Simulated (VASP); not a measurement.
# CoO (I4mm) in VASP: single point with PBEsol

Aim: the single point of CoO with PBEsol.

All numbers are computed with VASP 6.6.1; they aren't measurements. Logs are shortened: lines on timing, memory, paths and dates and some standing lists are left out, and cuts for length are marked.

### Step 1. The cell of the first run

It takes space group I4mm (No. 107, tetragonal). Conventional cell: a = 2.947 Å, b = 2.947 Å, c = 3.875 Å, α = 90.00°, β = 90.00°, γ = 90.00°. Within 2.3 Å of Co (site symmetry 4mm) lie 6 O at 1.74 to 2.13 Å. O (site symmetry 4mm) has 6 Co at 1.74 to 2.13 Å within 2.3 Å.

### Step 2. Single point, PBEsol, collinear spin, ferromagnetic start (mode 6 frozen in at -0.165 Å, normal strain along z -0.0700)

INCAR reads:

```
SYSTEM = CoO
PREC     = Accurate       ! precision mode
ENCUT    = 520            ! plane-wave cutoff, eV
EDIFF    = 1E-7           ! SCF threshold, eV
ISMEAR   = 0              ! smearing method
SIGMA    = 0.15           ! smearing width, eV
LREAL    = .False.        ! projectors in reciprocal space
LASPH    = .True.         ! aspherical terms in the spheres
NELM     = 150            ! most SCF steps
ALGO     = Normal         ! electronic algorithm
ISIF     = 2              ! what is computed and relaxed
LWAVE    = .False.        ! write WAVECAR
LCHARG   = .False.        ! write CHGCAR
ISPIN    = 2              ! spin polarisation
MAGMOM   = 2.57 0.32      ! initial moments
LORBIT   = 11             ! projections on sites
LMAXMIX  = 4              ! l up to which the mixer works
GGA      = PS             ! functional
NBANDS   = 18             ! bands
```

KPOINTS reads:

```
Automatic mesh
0
Gamma
  18 18 18
  0 0 0
```

POSCAR reads:

```
CoO
1.0
    0.0000000000      2.0835908763      1.9377395150
    2.0835908763      0.0000000000      1.9377395150
    2.0835908763      2.0835908763      0.0000000000
Co O
1 1
Direct
    0.0107491559      0.0107491559     -0.0107491559
    0.4604048948      0.4604048948      0.5395951052
```

Potentials or basis: VASP PAW PBE potentials, release 64 (Co, O).

The run is started by

```console
cat potpaw_PBE.64/Co/POTCAR potpaw_PBE.64/O/POTCAR > POTCAR
mpirun -np 1 vasp_std > vasp.out
```

OUTCAR:

```text
SYSTEM = CoO
   PREC = Accurate
   ENCUT = 520
   EDIFF = 1E-7
   ISMEAR = 0
   LREAL = .False.
   LASPH = .True.
   NELM = 150
   ISIF = 2
   ISPIN = 2
   LORBIT = 11
   GGA = PS

 ion  position               nearest neighbor table
   1  0.011  0.011  0.989-   2 1.74   2 2.09   2 2.09   2 2.09   2 2.09   2 2.13
   2  0.460  0.460  0.540-   1 1.74   1 2.09   1 2.09   1 2.09   1 2.09   1 2.13

  LATTYP: Found a body centered tetragonal cell.
 ALAT       =     2.9466424757
 C/A-ratio  =     1.3152186130

  Lattice vectors:

 A1 = (   0.0000000000,  -2.0835908763,  -1.9377395150)
 A2 = (   0.0000000000,   2.0835908763,  -1.9377395150)
 A3 = (   2.0835908763,   0.0000000000,   1.9377395150)

Analysis of symmetry for initial positions (statically):
=====================================================================
 Subroutine PRICEL returns:
 Original cell was already a primitive cell.

 Routine SETGRP: Setting up the symmetry group for a
 body centered tetragonal supercell.

 Subroutine GETGRP returns: Found  8 space group operations
 (whereof  8 operations were pure point group operations)
 out of a pool of 16 trial point group operations.

The static configuration has the point symmetry C_4v.

Analysis of symmetry for dynamics (positions and initial velocities):
=====================================================================
 Subroutine PRICEL returns:
 Original cell was already a primitive cell.

 Routine SETGRP: Setting up the symmetry group for a
 body centered tetragonal supercell.

 Subroutine GETGRP returns: Found  8 space group operations
 (whereof  8 operations were pure point group operations)
 out of a pool of 16 trial point group operations.

The dynamic configuration has the point symmetry C_4v.

Analysis of structural, dynamic, and magnetic symmetry:
=====================================================================
 Subroutine PRICEL returns:
 Original cell was already a primitive cell.

 Routine SETGRP: Setting up the symmetry group for a
 body centered tetragonal supercell.

 Subroutine GETGRP returns: Found  8 space group operations
 (whereof  8 operations were pure point group operations)
 out of a pool of 16 trial point group operations.

The overall configuration has the point symmetry C_4v.

 Subroutine INISYM returns: Found  8 space group operations
 (whereof  8 operations are pure point group operations),
 and found     1 'primitive' translations

----------------------------------------------------------------------------------------

                                     Primitive cell

  volume of cell :      16.8248

  direct lattice vectors                    reciprocal lattice vectors
     0.000000000  2.083590876  1.937739515    -0.239970335  0.239970335  0.258032618
     2.083590876  0.000000000  1.937739515     0.239970335 -0.239970335  0.258032618
     2.083590876  2.083590876  0.000000000     0.239970335  0.239970335 -0.258032618

  length of vectors
     2.845379653  2.845379653  2.946642476     0.426324237  0.426324237  0.426324237

  position of ions in fractional coordinates (direct lattice)
     0.010749156  0.010749156  0.989250844
     0.460404895  0.460404895  0.539595105

  ion indices of the primitive-cell ions
   primitive index   ion index
                 1           1
                 2           2

----------------------------------------------------------------------------------------

 KPOINTS: Automatic mesh

Automatic generation of k-mesh.
 Grid dimensions read from file:
 generate k-points for:   18   18   18

 Generating k-lattice:

  Cartesian coordinates                     Fractional coordinates (reciprocal lattice)
    -0.013331685  0.013331685  0.014335145     0.055555556  0.000000000  0.000000000
     0.013331685 -0.013331685  0.014335145     0.000000000  0.055555556  0.000000000
     0.013331685  0.013331685 -0.014335145     0.000000000  0.000000000  0.055555556

  Length of vectors
     0.023684680  0.023684680  0.023684680

  Shift w.r.t. Gamma in fractional coordinates (k-lattice)
     0.000000000  0.000000000  0.000000000

 Subroutine IBZKPT returns following result:
 ===========================================

 Found    480 irreducible k-points:

 Following reciprocal coordinates:
            Coordinates               Weight
  0.000000  0.000000  0.000000      1.000000
  0.055556  0.000000  0.000000      8.000000
  0.111111  0.000000  0.000000      8.000000
  0.166667  0.000000  0.000000      8.000000
  0.222222  0.000000  0.000000      8.000000
  0.277778  0.000000  0.000000      8.000000
[... 16 lines left out ...]
 -0.277778  0.055556  0.000000      8.000000
 -0.222222  0.055556  0.000000      8.000000
 [... further k-points ...]
   k-points           NKPTS =    480   k-points in BZ     NKDIM =    480   number of bands    NBANDS=     18
   number of dos      NEDOS =    301   number of ions     NIONS =      2
   total plane-waves  NPLWV =  13824
   dimension x,y,z NGX =    24 NGY =   24 NGZ =   24
   dimension x,y,z NGXF=    48 NGYF=   48 NGZF=   48
   ions per type =               1   1
   NGX,Y,Z   is equivalent  to a cutoff of  14.02, 14.02, 13.54 a.u.
   NGXF,Y,Z  is equivalent  to a cutoff of  28.04, 28.04, 27.08 a.u.
 SYSTEM =  CoO
   PREC   = accura    normal or accurate (medium, high low for compatibility)
   ISTART =      0    job   : 0-new  1-cont  2-samecut
   ICHARG =      2    charge: 1-file 2-atom 10-const
   ISPIN  =      2    spin polarized calculation?
   LNONCOLLINEAR =      F non collinear calculations
   LSORBIT =      F    spin-orbit coupling
   LASPH  =      T    aspherical Exc in radial PAW
   ENCUT  =  520.0 eV  38.22 Ry    6.18 a.u.   5.29  5.29  5.48*2*pi/ulx,y,z
   NELM   =    150;   NELMIN=  2; NELMDL= -5     # of ELM steps
   EDIFF  = 0.1E-06   stopping-criterion for ELM
   LREAL  =      F    real-space projection
   EDIFFG = 0.1E-05   stopping-criterion for IOM
   NSW    =      0    number of steps for IOM
   IBRION =     -1    ionic relax: 0-MD 1-quasi-New 2-CG
   NFREE  =      0    steps in history (QN), initial steepest desc. (CG)
   ISIF   =      2    stress and relaxation
   ISYM   =      2    0-nonsym 1-usesym 2-fastsym
   POTIM  = 0.5000    time-step for ionic-motion
   TEBEG  =    0.0;   TEEND  =   0.0 temperature during run
   PSTRESS=    0.0 pullay stress
   NELECT =      15.0000    total number of electrons
   NUPDOWN=      -1.0000    fix difference up-down
   EMIN   =  10.00;   EMAX   =-10.00  energy-range for DOS
   EFERMI =   0.00;   METHOD = LEGACY
   ISMEAR =     0;   SIGMA  =   0.15  broadening in eV -4-tet -1-fermi 0-gaus
   EFERMI_NEDOS =   21; number of points for ismear=-14 and -15
   IALGO  =     38    algorithm
   IMIX   =      4    mixing-type and parameters
     AMIX     =   0.40;   BMIX     =  1.00
     AMIX_MAG =   1.60;   BMIX_MAG =  1.00
  volume/ion in A,a.u.               =       8.41        56.77
  Fermi-wavevector in a.u.,A,eV,Ry     =   1.575633  2.977515 33.778101  2.482620
  Thomas-Fermi vector in A             =   2.676588
   LORBIT       =     11    0 simple, 1 ext, 2 COOP (PROOUT), +10 PAW based schemes
   GGA     = PS    functional components
   LHFCALC =     F    Hartree Fock is set to
   AEXX    =    0.0000 exact exchange contribution
   IVDW    =     0    specifies the selected vdW correction
   LEPSILON=     F    determine dielectric tensor
   LRPA    =     F    only Hartree local field effects (RPA)
 spin polarized calculation
 Gauss-broadening in eV      SIGMA  =   0.15
  energy-cutoff  :      520.00
  volume of cell :       16.82
 maximum number of plane-waves:       467
 NGX is ok and might be reduce to    24
   NGX = 11   NGY = 11   NGZ = 11

 number of electron      14.9999994 magnetization       2.2748189

 Free energy of the ion-electron system (eV)
  ---------------------------------------------------
  ext. energy  EPLUGINS =         0.00000000
  ---------------------------------------------------
  free energy    TOTEN  =       -13.68469465 eV

  energy without entropy =      -13.64464073  energy(sigma->0) =      -13.66466769

 E-fermi :   9.9618     XC(G=0): -13.4534

 val. band max:        9.9588668127   @ k =  -0.3889   0.4444   0.0556
 cond. band min:       9.9625149262   @ k =  -0.4444   0.4444   0.0000
 fundamental gap:      0.0036481135
 Fermi energy:         9.9618202970

 spin component 1

 k-point     1 :       0.0000    0.0000    0.0000
  band No.  band energies     occupation
      1     -11.9066      1.00000
      2       4.5572      1.00000
      3       5.1290      1.00000
      4       5.1290      1.00000
      5       6.9001      1.00000
      6       7.3149      1.00000
[... 10 lines left out ...]
     17      35.0145      0.00000
     18      36.0298      0.00000
[... 463 lines left out ...]
 k-point    24 :      -0.2222    0.0556    0.0000
  band No.  band energies     occupation
      1     -11.2346      1.00000
      2       2.3540      1.00000
      3       3.8268      1.00000
      4       4.0537      1.00000
      5       7.0400      1.00000
      6       7.0776      1.00000
[... 10 lines left out ...]
     17      39.0953      0.00000
     18      41.1719      0.00000

 [... further k-points ...]

 spin component 2

 k-point     1 :       0.0000    0.0000    0.0000
  band No.  band energies     occupation
      1     -11.5130      1.00000
      2       5.3356      1.00000
      3       5.8651      1.00000
      4       5.8651      1.00000
      5       8.7745      1.00000
      6       8.9114      1.00000
[... 10 lines left out ...]
     17      35.7988      0.00000
     18      36.8938      0.00000
[... 463 lines left out ...]
 k-point    24 :      -0.2222    0.0556    0.0000
  band No.  band energies     occupation
      1     -10.8295      1.00000
      2       2.9450      1.00000
      3       4.7851      1.00000
      4       4.8003      1.00000
      5       8.6489      1.00000
      6       8.9118      1.00000
[... 10 lines left out ...]
     17      39.6214      0.00000
     18      41.6748      0.00000

 [... further k-points ...]

------------------------ aborting loop because EDIFF is reached ----------------------------------------

  FORCE on cell =-STRESS in cart. coord.  units (eV):
  Direction    XX          YY          ZZ          XY          YZ          ZX
  --------------------------------------------------------------------------------------
  -------------------------------------------------------------------------------------
  Total        1.0551277      1.0551277      5.5339957      0.0000000      0.0000000      0.0000000
  in kB      100.4766901    100.4766901    526.9860491      0.0000000      0.0000000      0.0000000
  external PRESSURE =     242.6464764 kB  Pullay stress =       0.0000000 kB

 VOLUME and BASIS-vectors are now :
 -----------------------------------------------------------------------------
  energy-cutoff  :      520.00
  volume of cell :       16.82
      direct lattice vectors                 reciprocal lattice vectors
     0.000000000  2.083590876  1.937739515    -0.239970335  0.239970335  0.258032618
     2.083590876  0.000000000  1.937739515     0.239970335 -0.239970335  0.258032618
     2.083590876  2.083590876  0.000000000     0.239970335  0.239970335 -0.258032618

 POSITION                                       TOTAL-FORCE (eV/Angst)
 -----------------------------------------------------------------------------------
      2.08359      2.08359      0.04166         0.000000      0.000000     -2.930576
      2.08359      2.08359      1.78429         0.000000      0.000000      2.930576
 -----------------------------------------------------------------------------------
    total drift:                               -0.000000     -0.000000      0.000282

  FREE ENERGIE OF THE ION-ELECTRON SYSTEM (eV)
  ---------------------------------------------------
  free  energy   TOTEN  =       -13.6846946460 eV

  energy  without entropy=      -13.6446407343  energy(sigma->0) =      -13.66466769

 total charge

# of ion       s       p       d       tot
------------------------------------------
    1        0.364   0.501   7.373   8.238
    2        1.560   3.461   0.000   5.022
--------------------------------------------------
tot          1.924   3.962   7.373  13.259

 magnetization (x)

# of ion       s       p       d       tot
------------------------------------------
    1        0.022   0.025   1.964   2.011
    2        0.029   0.188   0.000   0.217
--------------------------------------------------
tot          0.051   0.213   1.964   2.228
```

It took 9.3 min on 1 thread of Oxide Virtual Turin-like, shared host; peak memory 0.29 GiB.

Results:

```
Free energy                                           : -13.6847 eV
Pressure                                              : 24.3 GPa
Largest force                                         : 2.931 eV/Å
Net moment                                            : 2.27 μB per cell
Site moments                                          : Co +2.01; O +0.22 μB
Valence electrons inside the program's atomic spheres : Co 8.24; O 5.02
```

Forces on the atoms (eV/Å):
```
Co   0.000  0.000 -2.931
O    0.000  0.000  2.931
```

Caveat: the cell differs from its parent crystal (mode 6 frozen in at -0.165 Å, normal strain along z -0.0700); the PAW data sets were made with another functional, which shifts forces and pressure a little; a cell with one magnetic atom can't hold antiferromagnetic order, which such compounds often take; semilocal functionals often make such compounds metallic where correlation or magnetic order opens a gap, which also shifts bond lengths.
